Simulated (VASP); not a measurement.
Write the native input for VASP 6.6.1 that does the following.

```
Task                   : single point
Functional             : LDA
Potentials or basis    : VASP PAW LDA potentials, release 64 (Si, O)
Cutoff                 : 520 eV
k mesh                 : 6 × 6 × 10
Occupations            : gaussian, width 0.05 eV
Spin                   : no spin polarisation
Dipole correction      : no
Further INCAR settings : ALGO = Normal; EDIFF = 1e-06; NBANDS = 25
```

The structure of SiO2 lies in POSCAR:

```
SiO2
1.0
    3.7361325640      0.0000000000      0.0000000000
    0.0000000000      3.7361325640      0.0000000000
    0.0000000000      0.0000000000      2.8704706490
Si O
2 4
Direct
    0.5000000000      0.5000000000      0.5000000000
    0.0000000000      0.0000000000      0.0000000000
    0.6944252994      0.6944252994      0.0000000000
    0.1944252994      0.8055747006      0.5000000000
    0.3055747006      0.3055747006      0.0000000000
    0.8055747006      0.1944252994      0.5000000000
```

This cell differs from its parent crystal: volume 6.678 Å^3 an atom, c/a of the conventional cell 0.7683.

The input as run:

INCAR

```
PREC = Accurate
ENCUT = 520
EDIFF = 1E-6
ISMEAR = 0
SIGMA = 0.05
LREAL = False
LASPH = True
NELM = 80
ALGO = Normal
ISIF = 2
LWAVE = False
LCHARG = False
GGA = CA
NBANDS = 25
```

KPOINTS

```
regular mesh
0
Gamma
  6 6 10
```

Potentials or basis: VASP PAW LDA potentials, release 64 (Si, O).

The run is started by

```bash
$ cat potpaw_LDA.64/Si/POTCAR potpaw_LDA.64/O/POTCAR > POTCAR
$ mpirun -np 1 vasp_std > vasp.out
```

Results of the run:

```
Pressure               : 61.5 GPa
Largest force          : 0.482 eV/Å
Band gap on the k mesh : 4.98 eV, direct
```

Run time: 32 s on 1 thread of Intel(R) Xeon(R) Platinum 8375C CPU @ 2.90GHz (Ice Lake), with other jobs on the host, peak memory 0.15 GiB.
